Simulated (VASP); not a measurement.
Runs of VASP 6.6.1 on Ga. The structure is that of space group I4/mmm (No. 139), or close to it. The cells are those of the table. 

```tsv
cell	gap on the mesh (eV)	pressure (GPa)
a = 2.984 Å, angles 124.5, 124.5, 82.4°, 1 atom	none	1.9
a = 3.016 Å, angles 124.6, 124.6, 82.2°, 1 atom	none	0.0
a = 3.048 Å, angles 124.7, 124.7, 82.1°, 1 atom	none	(b)
a = 3.132 Å, angles 125.4, 125.4, 80.8°, 1 atom	none	-4.3
a = 2.951 Å, angles 124.4, 124.4, 82.5°, 1 atom	none	(a)
a = 3.087 Å, angles 125.1, 125.1, 81.4°, 1 atom	none	-2.8
```

Alike in all rows: task single point; level r2SCAN; potentials or basis VASP PAW PBE potentials, release 64 (Ga_d); no spin polarisation; k mesh 20 × 20 × 20; cutoff (eV) 520; smearing gaussian 0.1 eV.

Q: Estimate the missing entries.

A: (a) 4.3; (b) -1.6.

Caveats: the PAW data sets were made with another functional, which shifts forces and pressure a little; the cell stands under tension (at least some runs); the cell stands under pressure (at least some runs).

A k mesh can miss the band edges, and the runs leave out spin-orbit coupling on Ga.

A gap of «none» marks levels without a gap at the run's occupations.
